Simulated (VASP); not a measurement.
# MgCdS4: single point with PBE

The system is MgCdS4.

```
CELL_PARAMETERS angstrom
5.96426 0.00000 0.00000
0.00000 5.96426 0.00000
0.00000 0.00000 4.36681
ATOMIC_POSITIONS crystal
Mg 0.00000 0.00000 0.50000
Cd 0.50000 0.50000 0.50000
S 0.65969 0.00000 0.00000
S 0.34031 0.00000 0.00000
S 0.00000 0.34031 0.00000
S 0.00000 0.65969 0.00000
```

| Quantity | Value |
| --- | --- |
| Program | VASP 6.6.1 |
| Task | single point |
| Functional | PBE |
| Potentials or basis | VASP PAW PBE potentials, release 64 (Mg, Cd, S) |
| Cutoff | 520 eV |
| k mesh | 4 × 4 × 4 |
| Occupations | gaussian, width 0.1 eV |
| Spin | no spin polarisation |

```
Pressure               : 1.2 GPa
Largest force          : 2.352 eV/Å
Band gap on the k mesh : zero (band 19 reaches 2.55 eV, above the bottom of band 20 at 2.36 eV)
```

Forces on the atoms (eV/Å):
```
Mg   0.000  0.000  0.000
Cd   0.000  0.000  0.000
S    2.352  0.000  0.000
S   -2.352  0.000  0.000
S    0.000 -2.352  0.000
S    0.000  2.352  0.000
```

Stress tensor (GPa, compression positive):
```
 3.92  0.00  0.00
 0.00  3.92  0.00
 0.00  0.00 -4.37
```

Levels at points of the mesh, in eV from the Fermi level:
```csv
k point,band 15,band 16,band 17,band 18,band 19,band 20,band 21,band 22,band 23,band 24
"(0.00, 0.00, 0.00)",-3.20,-2.69,-1.79,-0.75,-0.75,1.21,2.02,3.51,3.51,3.84
"(0.50, 0.00, 0.00)",-3.76,-0.85,-0.77,-0.75,-0.52,-0.05,0.71,1.93,3.90,4.04
"(0.50, 0.50, 0.00)",-2.86,-2.10,-0.54,-0.34,-0.04,-0.04,0.41,2.23,2.30,2.30
"(0.00, 0.00, 0.50)",-3.12,-2.57,-1.90,-1.90,-0.07,1.11,1.90,2.05,3.75,3.75
"(0.50, 0.00, 0.50)",-3.48,-2.08,-1.80,-0.42,-0.33,0.03,2.58,2.93,2.98,3.16
"(0.50, 0.50, 0.50)",-3.87,-2.83,-0.99,-0.21,0.13,0.13,0.35,3.78,4.03,4.03
```

Wall time 27 s on 1 thread of Intel(R) Xeon(R) 6975P-C (Granite Rapids) (shared host), peak memory 0.29 GiB.

Caveat: forces of over 1 eV/Å act on the atoms, so gaps and moduli don't describe the material at rest.
